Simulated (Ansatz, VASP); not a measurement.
## One calculation of Al2Cu3, two programs

Contents of INCAR:

```
SYSTEM = Al2Cu3
PREC = Accurate
ENCUT = 520
EDIFF = 1E-6
ISMEAR = 0
SIGMA = 0.1
LREAL = .FALSE.
LASPH = .TRUE.
NELM = 100
ALGO = Fast
ISIF = 2
LWAVE = .FALSE.
LCHARG = .FALSE.
GGA = PE
NBANDS = 28
```

The input KPOINTS:

```
regular mesh
0
G
  12 12 12
  0 0 0
```

Contents of POSCAR:

```
Al2Cu3
1.0
    2.0839596693      1.2031746760      4.3319794125
   -2.0839596693      1.2031746760      4.3319794125
    0.0000000000     -2.4063493521      4.3319794125
Al Cu
2 3
Direct
    0.8969959021      0.8969959021      0.8969959021
    0.1030040979      0.1030040979      0.1030040979
    0.3014438347      0.3014438347      0.3014438347
    0.6985561653      0.6985561653      0.6985561653
    0.5000000000      0.5000000000      0.5000000000
```

Input for Ansatz:

```yaml
crystal:
  lattice:
    - [2.0839596693, 1.203174676, 4.3319794125]
    - [-2.0839596693, 1.203174676, 4.3319794125]
    - [0.0, -2.4063493521, 4.3319794125]
  atoms:
    - { symbol: Al, position: [0.8969959021, 0.8969959021, 0.8969959021] }
    - { symbol: Al, position: [0.1030040979, 0.1030040979, 0.1030040979] }
    - { symbol: Cu, position: [0.3014438347, 0.3014438347, 0.3014438347] }
    - { symbol: Cu, position: [0.6985561653, 0.6985561653, 0.6985561653] }
    - { symbol: Cu, position: [0.5, 0.5, 0.5] }
basis:
  ecutwfc: 420
kpoints:
  mp_grid: { grid: [12, 12, 12] }
  band_path:
    path:
      - [[0.0, 0.0, 0.0], [0.5, 0.5, 0.5], [0.78190608, 0.21809392, 0.5]]
      - [[0.5, -0.21809392, 0.21809392], [0.5, 0.0, 0.0], [0.0, 0.0, 0.0], [0.35904696, -0.35904696, 0.0]]
      - [[0.64095304, 0.0, 0.35904696], [0.5, 0.0, 0.5], [0.0, 0.0, 0.0]]
    npoints: 14
hamiltonian:
  xc: pbe
scf:
  occupations: { method: gaussian, width: 0.1 }
  n_extra_bands: 12
output:
  forces: true
  stress: true
  eigenvalues: true
  populations: true
  dos: { projected: true, de: 0.02, nscf_kmesh: { grid: [15, 15, 15] } }
  bader: true
```

Alike in both runs: task single point; functional PBE; k mesh 12 × 12 × 12; occupations gaussian, width 0.1 eV; no spin polarisation.

|  | VASP | Ansatz |
| --- | --- | --- |
| version | VASP 6.6.1 | Ansatz 0.2.0 |
| potentials or method | VASP PAW PBE potentials, release 64 (Al, Cu), cutoff 520 eV | scalar-relativistic, plane waves, PAW |
| valence electrons in the cell | 39 | 63 |

Ansatz gave:

- gap on the k mesh at the Fermi level (eV): none
- pressure (GPa): 0.0

**Question.** Estimate VASP's values.

**Answer.** gap on the k mesh at the Fermi level (eV): none; pressure (GPa): 0.2.

A gap of «none» marks a metal or a gap that the smearing closes. The functional is the same, so the differences come from potentials, cutoffs and numerics. VASP's potentials hold 39 valence electrons a cell and Ansatz's 63, so a difference there can come from the potentials and not from the codes.
